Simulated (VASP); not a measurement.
# Cu (P6_3/mmc) in VASP: relaxation of cell and atoms with r2SCAN

Aim: the relaxation of cell and atoms of Cu with r2SCAN.

Everything below comes from runs of VASP 6.6.1. Logs are shortened: lines on timing, memory, paths and dates and some standing lists are left out, and cuts for length are marked.

## 1. The cell of the first run

Symmetry: P6_3/mmc, No. 194, hexagonal system. The conventional cell has a = 2.556 Å, b = 2.556 Å, c = 8.348 Å, α = 90.00°, β = 90.00°, γ = 120.00°. Cu (site symmetry -3m) has 12 Cu at 2.56 Å within 3.4 Å. Within 3.4 Å of Cu (site symmetry -6m2) lie 12 Cu at 2.56 Å.

This isn't the form of Cu at room conditions, which is fcc.

## 2. Relaxation of cell and atoms, r2SCAN

POSCAR reads:

```
Cu
1.0
    2.5561591618      0.0000000000      0.0000000000
   -1.2780795809      2.2136987702      0.0000000000
    0.0000000000      0.0000000000      8.3484158223
Cu
4
Direct
    0.0000000000      0.0000000000      0.0000000000
    0.0000000000      0.0000000000      0.5000000000
    0.3333333333      0.6666666667      0.2500000000
    0.6666666667      0.3333333333      0.7500000000
```

INCAR.step1 reads:

```
SYSTEM = Cu
ALGO = Normal
EDIFF = 1E-4
ENCUT = 600
GGA = PE
ISMEAR = -1
LASPH = .TRUE.
LCHARG = .FALSE.
LREAL = .FALSE.
LWAVE = .TRUE.
NELM = 100
PREC = Accurate
SIGMA = 0.1
```

INCAR.step2 reads:

```
SYSTEM = Cu
ALGO = Normal
EDIFF = 1E-7
EDIFFG = -0.01
ENCUT = 600
IBRION = 2
ISIF = 3
ISMEAR = -1
ISTART = 1
LASPH = .TRUE.
LCHARG = .FALSE.
LMIXTAU = .TRUE.
LREAL = .FALSE.
LWAVE = .FALSE.
METAGGA = R2SCAN
NELM = 100
NSW = 80
PREC = Accurate
SIGMA = 0.1
```

KPOINTS reads:

```
k-points
0
G
  14 14 4
  0 0 0
```

Potentials or basis: VASP PAW PBE potentials, release 64 (Cu).

On the command line:

```bash
cat potpaw_PBE.64/Cu/POTCAR > POTCAR
cp INCAR.step1 INCAR
mpirun -np 1 vasp_std > vasp.out
cp INCAR.step2 INCAR
mpirun -np 1 vasp_std > vasp.out
```

OUTCAR:

```text
SYSTEM = Cu
   EDIFF = 1E-7
   EDIFFG = -0.01
   ENCUT = 600
   IBRION = 2
   ISIF = 3
   ISMEAR = -1
   ISTART = 1
   LASPH = .TRUE.
   LREAL = .FALSE.
   METAGGA = R2SCAN
   NELM = 100
   NSW = 80
   PREC = Accurate

 ion  position               nearest neighbor table
   1  0.000  0.000  0.000-   3 2.56   4 2.56   3 2.56   4 2.56   4 2.56   3 2.56
   2  0.000  0.000  0.500-   3 2.56   4 2.56   3 2.56   4 2.56   4 2.56   3 2.56
   3  0.333  0.667  0.250-   1 2.56   2 2.56   1 2.56   2 2.56   1 2.56   2 2.56
   4  0.667  0.333  0.750-   1 2.56   2 2.56   1 2.56   2 2.56   1 2.56   2 2.56

  LATTYP: Found a hexagonal cell.
 ALAT       =     2.5561591618
 C/A-ratio  =     3.2659999999

  Lattice vectors:

 A1 = (   2.5561591618,   0.0000000000,   0.0000000000)
 A2 = (  -1.2780795809,   2.2136987702,   0.0000000000)
 A3 = (   0.0000000000,   0.0000000000,   8.3484158223)

Analysis of symmetry for initial positions (statically):
=====================================================================
 Subroutine PRICEL returns:
 Original cell was already a primitive cell.

 Routine SETGRP: Setting up the symmetry group for a
 hexagonal supercell.

 Subroutine GETGRP returns: Found 24 space group operations
 (whereof 12 operations were pure point group operations)
 out of a pool of 24 trial point group operations.

The static configuration has the point symmetry D_3d.
 The point group associated with its full space group is D_6h.

Analysis of symmetry for dynamics (positions and initial velocities):
=====================================================================
 Subroutine PRICEL returns:
 Original cell was already a primitive cell.

 Routine SETGRP: Setting up the symmetry group for a
 hexagonal supercell.

 Subroutine GETGRP returns: Found 24 space group operations
 (whereof 12 operations were pure point group operations)
 out of a pool of 24 trial point group operations.

The dynamic configuration has the point symmetry D_3d.
 The point group associated with its full space group is D_6h.

 Subroutine INISYM returns: Found 24 space group operations
 (whereof 12 operations are pure point group operations),
 and found     1 'primitive' translations

----------------------------------------------------------------------------------------

                                     Primitive cell

  volume of cell :      47.2401

  direct lattice vectors                    reciprocal lattice vectors
     2.556159162  0.000000000  0.000000000     0.391211946  0.225866322  0.000000000
    -1.278079581  2.213698770  0.000000000     0.000000000  0.451732645  0.000000000
     0.000000000  0.000000000  8.348415822     0.000000000  0.000000000  0.119783205

  length of vectors
     2.556159162  2.556159162  8.348415822     0.451732645  0.451732645  0.119783205

  position of ions in fractional coordinates (direct lattice)
     0.000000000  0.000000000  0.000000000
     0.000000000  0.000000000  0.500000000
     0.333333333  0.666666667  0.250000000
     0.666666667  0.333333333  0.750000000

  ion indices of the primitive-cell ions
   primitive index   ion index
                 1           1
                 2           2
                 3           3
                 4           4

----------------------------------------------------------------------------------------

 KPOINTS: k-points

Automatic generation of k-mesh.
 Grid dimensions read from file:
 generate k-points for:   14   14    4

 Generating k-lattice:

  Cartesian coordinates                     Fractional coordinates (reciprocal lattice)
     0.027943710  0.016133309  0.000000000     0.071428571  0.000000000  0.000000000
     0.000000000  0.032266617  0.000000000     0.000000000  0.071428571  0.000000000
     0.000000000  0.000000000  0.029945801     0.000000000  0.000000000  0.250000000

  Length of vectors
     0.032266617  0.032266617  0.029945801

  Shift w.r.t. Gamma in fractional coordinates (k-lattice)
     0.000000000  0.000000000  0.000000000

 Subroutine IBZKPT returns following result:
 ===========================================

 Found     72 irreducible k-points:

 Following reciprocal coordinates:
            Coordinates               Weight
  0.000000  0.000000  0.000000      1.000000
  0.071429  0.000000  0.000000      6.000000
  0.142857  0.000000  0.000000      6.000000
  0.214286  0.000000  0.000000      6.000000
  0.285714 -0.000000  0.000000      6.000000
  0.357143 -0.000000  0.000000      6.000000
[... 16 lines left out ...]
  0.285714  0.285714  0.000000      6.000000
  0.357143  0.285714  0.000000      6.000000
 [... further k-points ...]
   k-points           NKPTS =     72   k-points in BZ     NKDIM =     72   number of bands    NBANDS=     26
   number of dos      NEDOS =    301   number of ions     NIONS =      4
   total plane-waves  NPLWV =  28000
   dimension x,y,z NGX =    20 NGY =   20 NGZ =   70
   dimension x,y,z NGXF=    40 NGYF=   40 NGZF=  140
   ions per type =               4
   NGX,Y,Z   is equivalent  to a cutoff of  13.01, 13.01, 13.94 a.u.
   NGXF,Y,Z  is equivalent  to a cutoff of  26.01, 26.01, 27.88 a.u.
 SYSTEM =  Cu
   PREC   = accura    normal or accurate (medium, high low for compatibility)
   ISTART =      1    job   : 0-new  1-cont  2-samecut
   ICHARG =      0    charge: 1-file 2-atom 10-const
   ISPIN  =      1    spin polarized calculation?
   LNONCOLLINEAR =      F non collinear calculations
   LSORBIT =      F    spin-orbit coupling
   LASPH  =      T    aspherical Exc in radial PAW
   ENCUT  =  600.0 eV  44.10 Ry    6.64 a.u.   5.11  5.11 16.67*2*pi/ulx,y,z
   NELM   =    100;   NELMIN=  2; NELMDL=  0     # of ELM steps
   EDIFF  = 0.1E-06   stopping-criterion for ELM
   LREAL  =      F    real-space projection
   EDIFFG = -.1E-01   stopping-criterion for IOM
   NSW    =     80    number of steps for IOM
   IBRION =      2    ionic relax: 0-MD 1-quasi-New 2-CG
   NFREE  =      1    steps in history (QN), initial steepest desc. (CG)
   ISIF   =      3    stress and relaxation
   ISYM   =      2    0-nonsym 1-usesym 2-fastsym
   POTIM  = 0.5000    time-step for ionic-motion
   TEBEG  =    0.0;   TEEND  =   0.0 temperature during run
   PSTRESS=    0.0 pullay stress
   NELECT =      44.0000    total number of electrons
   NUPDOWN=      -1.0000    fix difference up-down
   EMIN   =  10.00;   EMAX   =-10.00  energy-range for DOS
   EFERMI =   0.00;   METHOD = LEGACY
   ISMEAR =    -1;   SIGMA  =   0.10  broadening in eV -4-tet -1-fermi 0-gaus
   EFERMI_NEDOS =   21; number of points for ismear=-14 and -15
   IALGO  =     38    algorithm
   IMIX   =      4    mixing-type and parameters
     AMIX     =   0.40;   BMIX     =  1.00
     AMIX_MAG =   1.60;   BMIX_MAG =  1.00
  volume/ion in A,a.u.               =      11.81        79.70
  Fermi-wavevector in a.u.,A,eV,Ry     =   1.598781  3.021257 34.777848  2.556100
  Thomas-Fermi vector in A             =   2.696177
   LORBIT       =      0    0 simple, 1 ext, 2 COOP (PROOUT), +10 PAW based schemes
   METAGGA = R2SCAN    functional components
   LHFCALC =     F    Hartree Fock is set to
   AEXX    =    0.0000 exact exchange contribution
   IVDW    =     0    specifies the selected vdW correction
   LEPSILON=     F    determine dielectric tensor
   LRPA    =     F    only Hartree local field effects (RPA)
 conjugate gradient relaxation of ions
 non-spin polarized calculation
  energy-cutoff  :      600.00
  volume of cell :       47.24
 maximum number of plane-waves:      1596
   NGX = 11   NGY = 11   NGZ = 33

--------------------------------------- Ionic step        1  -------------------------------------------

 number of electron      43.9999989 magnetization

 Free energy of the ion-electron system (eV)
  ---------------------------------------------------
  ext. energy  EPLUGINS =         0.00000000
  ---------------------------------------------------
  free energy    TOTEN  =       -43.28753671 eV

  energy without entropy =      -43.24400016  energy(sigma->0) =      -43.26576843

------------------------ aborting loop because EDIFF is reached ----------------------------------------

  FORCE on cell =-STRESS in cart. coord.  units (eV):
  Direction    XX          YY          ZZ          XY          YZ          ZX
  --------------------------------------------------------------------------------------
  -------------------------------------------------------------------------------------
  Total       -1.1862094     -1.1862094     -1.2069382      0.0000000      0.0000000      0.0000000
  in kB      -40.2310570    -40.2310570    -40.9340878      0.0000000      0.0000000      0.0000000
  external PRESSURE =     -40.4654006 kB  Pullay stress =       0.0000000 kB

 VOLUME and BASIS-vectors are now :
 -----------------------------------------------------------------------------
  energy-cutoff  :      600.00
  volume of cell :       47.24
      direct lattice vectors                 reciprocal lattice vectors
     2.556159162  0.000000000  0.000000000     0.391211946  0.225866322  0.000000000
    -1.278079581  2.213698770  0.000000000     0.000000000  0.451732645  0.000000000
     0.000000000  0.000000000  8.348415822     0.000000000  0.000000000  0.119783205
[... 77 lines left out ...]
 POSITION                                       TOTAL-FORCE (eV/Angst)
 -----------------------------------------------------------------------------------
     -0.00000      0.00000     -0.00000        -0.000000      0.000000      0.000000
     -0.00000      0.00000      4.13693        -0.000000      0.000000      0.000000
     -0.00000      1.46284      2.06846        -0.000000      0.000000     -0.000000
      1.26686      0.73142      6.20539         0.000000      0.000000      0.000000
 -----------------------------------------------------------------------------------
    total drift:                                0.000000     -0.000000      0.000000

  FREE ENERGIE OF THE ION-ELECTRON SYSTEM (eV)
  ---------------------------------------------------
  free  energy   TOTEN  =       -43.3034280686 eV

  energy  without entropy=      -43.2602522140  energy(sigma->0) =      -43.28184014

--------------------------------------- Ionic step        4  -------------------------------------------

 number of electron      44.0000001 magnetization

 Free energy of the ion-electron system (eV)
  ---------------------------------------------------
  ext. energy  EPLUGINS =         0.00000000
  ---------------------------------------------------
  free energy    TOTEN  =       -43.30342499 eV

  energy without entropy =      -43.26025766  energy(sigma->0) =      -43.28184133

 E-fermi :   7.6782     XC(G=0): -13.9293

 val. band max:        7.6273041349   @ k =   0.4286   0.0714   0.5000
 cond. band min:       7.7289335225   @ k =   0.4286   0.0000   0.0000
 fundamental gap:      0.1016293876
 Fermi energy:         7.6781903599

 k-point     1 :       0.0000    0.0000    0.0000
  band No.  band energies     occupation
      1      -2.1482      2.00000
      2       0.0938      2.00000
      3       0.1009      2.00000
      4       2.3412      2.00000
      5       4.2415      2.00000
      6       4.2441      2.00000
[... 18 lines left out ...]
     25      11.8535      0.00000
     26      20.9612      0.00000
[... 644 lines left out ...]
      4       3.5049      2.00000
      5       3.5659      2.00000
      6       3.5669      2.00000
[... 18 lines left out ...]
     25      12.6653      0.00000
     26      13.2848      0.00000

 [... further k-points ...]
[... 5 lines left out ...]
  --------------------------------------------------------------------------------------
  -------------------------------------------------------------------------------------
  Total        0.0076686      0.0076686     -0.0148071      0.0000000      0.0000000      0.0000000
  in kB        0.2672806      0.2672806     -0.5160829      0.0000000      0.0000000      0.0000000
  external PRESSURE =       0.0061594 kB  Pullay stress =       0.0000000 kB

 VOLUME and BASIS-vectors are now :
 -----------------------------------------------------------------------------
  energy-cutoff  :      600.00
  volume of cell :       45.97
      direct lattice vectors                 reciprocal lattice vectors
     2.533152620 -0.000000000  0.000000000     0.394765002  0.227917680  0.000000000
    -1.266576310  2.193774520 -0.000000000     0.000000000  0.455835361  0.000000000
     0.000000000  0.000000000  8.271963408     0.000000000  0.000000000  0.120890283

 POSITION                                       TOTAL-FORCE (eV/Angst)
 -----------------------------------------------------------------------------------
      2.53315     -0.00000      8.27196        -0.000000      0.000000     -0.000000
      2.53315     -0.00000      4.13598        -0.000000      0.000000     -0.000000
     -0.00000      1.46252      2.06799         0.000000     -0.000000     -0.000000
      1.26658      0.73126      6.20397        -0.000000      0.000000      0.000000
 -----------------------------------------------------------------------------------
    total drift:                                0.000000     -0.000000      0.000000

  FREE ENERGIE OF THE ION-ELECTRON SYSTEM (eV)
  ---------------------------------------------------
  free  energy   TOTEN  =       -43.3034249947 eV

  energy  without entropy=      -43.2602576630  energy(sigma->0) =      -43.28184133

 reached required accuracy - stopping structural energy minimisation
```

Run time: 14 min. Hardware: 1 thread of AMD EPYC 9R45 (Zen 5), shared host; peak memory 0.2 GiB.

Results:

- Free energy: -43.3034 eV
- Relaxed volume: 11.49 Å³/atom
- Relaxed cell: a = 2.533 Å, b = 2.533 Å, c = 8.272 Å, α = 90.00°, β = 90.00°, γ = 120.00°
- Space group after relaxing (to 0.1 Å): P6_3/mmc (No. 194)
- Energy gained by relaxing: 4.0 meV/atom
- Ionic steps: 4
- Pressure after relaxing: 0.0 GPa
- Band gap on the k mesh: zero (bands 22 and 23 overlap by 4.90 eV)

Step by step:
| step | energy change (eV) | largest force (eV/Å) | pressure (GPa) | volume (Å³) |
| --- | --- | --- | --- | --- |
| 1 | 0.0000 | 0.0000 | -4.05 | 47.24 |
| 2 | -0.0095 | 0.0000 | 2.71 | 45.23 |
| 3 | -0.0159 | 0.0000 | -0.11 | 46.00 |
| 4 | -0.0159 | 0.0000 | 0.00 | 45.97 |

Final structure:
```yaml
crystal:
  lattice:
    - [2.53315, 0.00000, 0.00000]
    - [-1.26658, 2.19377, 0.00000]
    - [0.00000, 0.00000, 8.27196]
  atoms:
    - { symbol: Cu, position: [0.00000, 0.00000, 0.00000] }
    - { symbol: Cu, position: [0.00000, 0.00000, 0.50000] }
    - { symbol: Cu, position: [0.33333, 0.66667, 0.25000] }
    - { symbol: Cu, position: [0.66667, 0.33333, 0.75000] }
```

Levels at points of the mesh, in eV from the Fermi level:
```csv
k point,band 19,band 20,band 21,band 22,band 23,band 24,band 25,band 26
"(0.00, 0.00, 0.00)",-2.21,-2.05,-2.05,-1.74,-1.74,-1.07,4.18,13.28
"(0.50, 0.00, 0.00)",-1.60,-1.57,-0.63,0.47,1.07,1.71,5.03,5.04
"(0.00, 0.00, 0.50)",-2.35,-2.35,-1.87,-1.87,-1.87,-1.87,7.44,7.44
"(0.50, 0.00, 0.50)",-1.60,-1.60,0.08,0.08,1.50,1.50,5.55,5.55
```

Caveat: the PAW data sets were made with another functional, which shifts forces and pressure a little.

The gap in the log of VASP goes by the Fermi energy; the results here count the filled bands.